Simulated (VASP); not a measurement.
**CdSe: single point with LDA**

The system is CdSe.

```xyz
2
Lattice="2.9890 2.9890 0.0000 -2.9890 2.9890 0.0000 0.0000 2.9890 3.0130" Properties=species:S:1:pos:R:3 pbc="T T T"
Cd    0.0000    0.0000    0.0000
Se    1.4945    4.4835    1.5065
```

This cell differs from its parent crystal: in-plane strain -0.005.

```yaml
Program: VASP 6.6.1
Task: single point
Functional: LDA
Potentials_or_basis: VASP PAW LDA potentials, release 64 (Cd, Se)
Cutoff: 520 eV
k_mesh: 6 × 6 × 6
Occupations: gaussian, width 0.01 eV
Spin: no spin polarisation
Dipole_correction: no
Further_INCAR_settings: ALGO = Normal; EDIFF = 1e-06; NBANDS = 16
```

| Quantity | Value |
| --- | --- |
| Pressure | 0.9 GPa |
| Band gap on the k mesh | 0.44 eV, direct |

Stress tensor (GPa, compression positive):
```
0.97 0.00 0.00
0.00 0.97 0.00
0.00 0.00 0.83
```

Levels at points of the mesh, in eV from the valence-band top:
```csv
k point,band 7,band 8,band 9,band 10,band 11,band 12
"(0.00, 0.00, 0.00)",-0.03,0.00,0.00,0.44,5.78,5.78
"(0.50, 0.00, 0.00)",-4.76,-0.86,-0.82,2.23,6.28,6.34
"(0.50, 0.50, 0.00)",-4.36,-2.07,-2.06,2.83,3.61,9.11
"(0.00, 0.00, 0.50)",-4.41,-2.03,-2.03,2.86,3.68,9.04
```

Wall time 7.1 s on 1 thread of Intel(R) Xeon(R) 6975P-C (Granite Rapids) (shared host), peak memory 0.16 GiB.

Caveat: the cell differs from its parent crystal (in-plane strain -0.005).
